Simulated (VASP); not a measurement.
# Zr5C2 (P6/mmm) in VASP: relaxation of cell and atoms with PBE

Aim: the relaxation of cell and atoms of Zr5C2 with PBE.

Everything below comes from runs of VASP 6.6.1. Logs are shortened: lines on timing, memory, paths and dates and some standing lists are left out, and cuts for length are marked.

## (1) The cell of the first run

The structure is hexagonal, space group P6/mmm (No. 191). Conventional cell: a = 5.612 Å, b = 5.612 Å, c = 5.138 Å, α = 90.00°, β = 90.00°, γ = 120.00°. Within 3.7 Å of Zr (site symmetry mmm) lie 8 Zr at 2.81 to 3.04 Å and 4 C at 3.39 Å. Zr (site symmetry -6m2) has 9 Zr at 3.04 to 3.24 Å and 6 C at 3.31 Å within 4.0 Å. Within 1.8 Å of C (site symmetry 6mm) lie 1 C at 1.35 Å.

The cell was generated, and may not be a known phase.

## (2) Relaxation of cell and atoms, PBE

Input file INCAR:

```
SYSTEM = Zr5C2
  PREC = Accurate
  ENCUT = 600
  EDIFF = 1E-6
  ISMEAR = 0
  SIGMA = 0.1
  LREAL = .False.
  LASPH = .True.
  NELM = 100
  ALGO = Fast
  ISIF = 3
  LWAVE = .False.
  LCHARG = .False.
  GGA = PE
  IBRION = 2
  NSW = 100
  EDIFFG = -0.01
```

Input file KPOINTS:

```
regular mesh
0
Gamma
  12 12 8
  0 0 0
```

Input file POSCAR:

```
Zr5C2
1.0
    5.6116963237      0.0000000000      0.0000000000
   -2.8058481618      4.8598715746      0.0000000000
    0.0000000000      0.0000000000      5.1383450434
Zr C
5 2
Direct
    0.5000000000      0.0000000000      0.0000000000
    0.0000000000      0.5000000000      0.0000000000
    0.5000000000      0.5000000000      0.0000000000
    0.3333333333      0.6666666667      0.5000000000
    0.6666666667      0.3333333333      0.5000000000
    0.0000000000      0.0000000000      0.6313818936
    0.0000000000      0.0000000000      0.3686181064
```

Potentials or basis: VASP PAW PBE potentials, release 64 (Zr_sv, C).

Run with:

```
$ cat potpaw_PBE.64/Zr_sv/POTCAR potpaw_PBE.64/C/POTCAR > POTCAR
$ mpirun -np 1 vasp_std > vasp.out
```

OUTCAR:

```text
SYSTEM = Zr5C2
   PREC = Accurate
   ENCUT = 600
   EDIFF = 1E-6
   ISMEAR = 0
   LREAL = .False.
   LASPH = .True.
   NELM = 100
   ISIF = 3
   GGA = PE
   IBRION = 2
   NSW = 100
   EDIFFG = -0.01

 ion  position               nearest neighbor table
   1  0.500  0.000  0.000-   3 2.81   3 2.81   2 2.81   2 2.81   4 3.04   5 3.04   4 3.04   5 3.04

   2  0.000  0.500  0.000-   1 2.81   1 2.81   3 2.81   3 2.81   4 3.04   5 3.04   4 3.04   5 3.04

   3  0.500  0.500  0.000-   1 2.81   1 2.81   2 2.81   2 2.81   4 3.04   5 3.04   4 3.04   5 3.04

   4  0.333  0.667  0.500-   1 3.04   1 3.04   2 3.04   2 3.04   3 3.04   3 3.04   5 3.24   5 3.24
                             5 3.24
   5  0.667  0.333  0.500-   1 3.04   1 3.04   2 3.04   2 3.04   3 3.04   3 3.04   4 3.24   4 3.24
                             4 3.24
   6  0.000  0.000  0.631-   7 1.35
   7  0.000  0.000  0.369-   6 1.35

  LATTYP: Found a hexagonal cell.
 ALAT       =     5.6116963237
 C/A-ratio  =     0.9156491633

  Lattice vectors:

 A1 = (   5.6116963237,   0.0000000000,   0.0000000000)
 A2 = (  -2.8058481618,   4.8598715746,   0.0000000000)
 A3 = (   0.0000000000,   0.0000000000,   5.1383450434)

Analysis of symmetry for initial positions (statically):
=====================================================================
 Subroutine PRICEL returns:
 Original cell was already a primitive cell.

 Routine SETGRP: Setting up the symmetry group for a
 hexagonal supercell.

 Subroutine GETGRP returns: Found 24 space group operations
 (whereof 24 operations were pure point group operations)
 out of a pool of 24 trial point group operations.

The static configuration has the point symmetry D_6h.

Analysis of symmetry for dynamics (positions and initial velocities):
=====================================================================
 Subroutine PRICEL returns:
 Original cell was already a primitive cell.

 Routine SETGRP: Setting up the symmetry group for a
 hexagonal supercell.

 Subroutine GETGRP returns: Found 24 space group operations
 (whereof 24 operations were pure point group operations)
 out of a pool of 24 trial point group operations.

The dynamic configuration has the point symmetry D_6h.

 Subroutine INISYM returns: Found 24 space group operations
 (whereof 24 operations are pure point group operations),
 and found     1 'primitive' translations

----------------------------------------------------------------------------------------
[... 107 lines left out ...]
   IBRION =      2    ionic relax: 0-MD 1-quasi-New 2-CG
   NFREE  =      1    steps in history (QN), initial steepest desc. (CG)
   ISIF   =      3    stress and relaxation
   ISYM   =      2    0-nonsym 1-usesym 2-fastsym
   POTIM  = 0.5000    time-step for ionic-motion
   TEBEG  =    0.0;   TEEND  =   0.0 temperature during run
   PSTRESS=    0.0 pullay stress
   NELECT =      68.0000    total number of electrons
   NUPDOWN=      -1.0000    fix difference up-down
   EMIN   =  10.00;   EMAX   =-10.00  energy-range for DOS
   EFERMI =   0.00;   METHOD = LEGACY
   ISMEAR =     0;   SIGMA  =   0.10  broadening in eV -4-tet -1-fermi 0-gaus
   EFERMI_NEDOS =   21; number of points for ismear=-14 and -15
   IALGO  =     68    algorithm
   IMIX   =      4    mixing-type and parameters
     AMIX     =   0.40;   BMIX     =  1.00
     AMIX_MAG =   1.60;   BMIX_MAG =  1.00
  volume/ion in A,a.u.               =      20.02       135.10
  Fermi-wavevector in a.u.,A,eV,Ry     =   1.286462  2.431061 22.517441  1.654985
  Thomas-Fermi vector in A             =   2.418535
   LORBIT       =      0    0 simple, 1 ext, 2 COOP (PROOUT), +10 PAW based schemes
   GGA     = PE    functional components
   LHFCALC =     F    Hartree Fock is set to
   AEXX    =    0.0000 exact exchange contribution
   IVDW    =     0    specifies the selected vdW correction
   LEPSILON=     F    determine dielectric tensor
   LRPA    =     F    only Hartree local field effects (RPA)
 conjugate gradient relaxation of ions
 non-spin polarized calculation
 RMM-DIIS sequential band-by-band and
 Gauss-broadening in eV      SIGMA  =   0.10
  energy-cutoff  :      600.00
  volume of cell :      140.13
 maximum number of plane-waves:      4724
 NGX is ok and might be reduce to    48
   NGX = 23   NGY = 23   NGZ = 21

--------------------------------------- Ionic step        1  -------------------------------------------

 number of electron      68.0000001 magnetization

 Free energy of the ion-electron system (eV)
  ---------------------------------------------------
  ext. energy  EPLUGINS =         0.00000000
  ---------------------------------------------------
  free energy    TOTEN  =       -52.15834222 eV

  energy without entropy =      -52.12009697  energy(sigma->0) =      -52.13921960

------------------------ aborting loop because EDIFF is reached ----------------------------------------

  FORCE on cell =-STRESS in cart. coord.  units (eV):
  Direction    XX          YY          ZZ          XY          YZ          ZX
  --------------------------------------------------------------------------------------
  -------------------------------------------------------------------------------------
  Total        0.0835543      0.0835543     -0.0481842      0.0000000      0.0000000      0.0000000
  in kB        0.9552939      0.9552939     -0.5509000      0.0000000      0.0000000      0.0000000
  external PRESSURE =       0.4532293 kB  Pullay stress =       0.0000000 kB
[... 151 lines left out ...]
--------------------------------------- Ionic step        5  -------------------------------------------

 number of electron      68.0000001 magnetization

 Free energy of the ion-electron system (eV)
  ---------------------------------------------------
  ext. energy  EPLUGINS =         0.00000000
  ---------------------------------------------------
  free energy    TOTEN  =       -52.15867211 eV

  energy without entropy =      -52.12075451  energy(sigma->0) =      -52.13971331

 E-fermi :   7.7596     XC(G=0): -10.7238

 val. band max:        7.7528154849   @ k =   0.2500   0.0000   0.5000
 cond. band min:       7.7601870276   @ k =   0.2500   0.2500   0.3750
 fundamental gap:      0.0073715427
 Fermi energy:         7.7596113216

 k-point     1 :       0.0000    0.0000    0.0000
  band No.  band energies     occupation
      1     -40.9690      2.00000
      2     -40.8649      2.00000
      3     -40.6528      2.00000
      4     -40.3883      2.00000
      5     -40.3883      2.00000
      6     -19.8156      2.00000
[... 1021 lines left out ...]
     39       9.1424      0.00000
     40       9.3439      0.00000

 [... further k-points ...]
[... 5 lines left out ...]
  --------------------------------------------------------------------------------------
  -------------------------------------------------------------------------------------
  Total        0.0216364      0.0216364      0.0188817      0.0000000      0.0000000     -0.0000000
  in kB        0.2471788      0.2471788      0.2157090      0.0000000      0.0000000     -0.0000000
  external PRESSURE =       0.2366889 kB  Pullay stress =       0.0000000 kB
[... 22 lines left out ...]
  FREE ENERGIE OF THE ION-ELECTRON SYSTEM (eV)
  ---------------------------------------------------
  free  energy   TOTEN  =       -52.1586721050 eV

  energy  without entropy=      -52.1207545143  energy(sigma->0) =      -52.13971331

 reached required accuracy - stopping structural energy minimisation
```

Wall time 73 min (1 thread of Oxide Virtual Turin-like, shared host); peak memory 0.63 GiB.

Results:

* Free energy: -52.1587 eV
* Relaxed volume: 20.03 Å³/atom
* Relaxed cell: a = 5.621 Å, b = 5.621 Å, c = 5.125 Å, α = 90.00°, β = 90.00°, γ = 120.00°
* Space group after relaxing (to 0.1 Å): P6/mmm (No. 191)
* Energy gained by relaxing: 0.0 meV/atom
* Ionic steps: 5
* Pressure after relaxing: 0.0 GPa
* Band gap on the k mesh: zero (bands 34 and 35 overlap by 0.74 eV)

Step by step:
```csv
step,energy change (eV),largest force (eV/Å),pressure (GPa),volume (Å³)
1,0.0000,0.0511,0.05,140.13
2,0.0001,0.1255,-0.10,140.25
3,-0.0001,0.0221,-0.02,140.18
4,-0.0002,0.0134,0.00,140.21
5,-0.0003,0.0009,0.02,140.24
```

Final structure:
```
CELL_PARAMETERS angstrom
5.62146 0.00000 0.00000
-2.81073 4.86833 0.00000
0.00000 0.00000 5.12453
ATOMIC_POSITIONS crystal
Zr 0.50000 0.00000 0.00000
Zr 0.00000 0.50000 0.00000
Zr 0.50000 0.50000 0.00000
Zr 0.33333 0.66667 0.50000
Zr 0.66667 0.33333 0.50000
C 0.00000 0.00000 0.63179
C 0.00000 0.00000 0.36821
```

Levels at points of the mesh, in eV from the Fermi level:
```
           k point  band 31  band 32  band 33  band 34  band 35  band 36  band 37  band 38
(0.00, 0.00, 0.00)    -1.36    -1.36    -0.64    -0.64     0.30     0.30     0.53     1.10
(0.50, 0.00, 0.00)    -0.80    -0.63     0.02     0.04     0.13     0.20     0.69     0.92
(0.00, 0.00, 0.50)    -0.54    -0.54    -0.08     0.43     0.43     0.44     0.56     0.66
(0.50, 0.00, 0.50)    -0.96    -0.58    -0.11     0.16     0.50     0.57     0.74     0.80
```
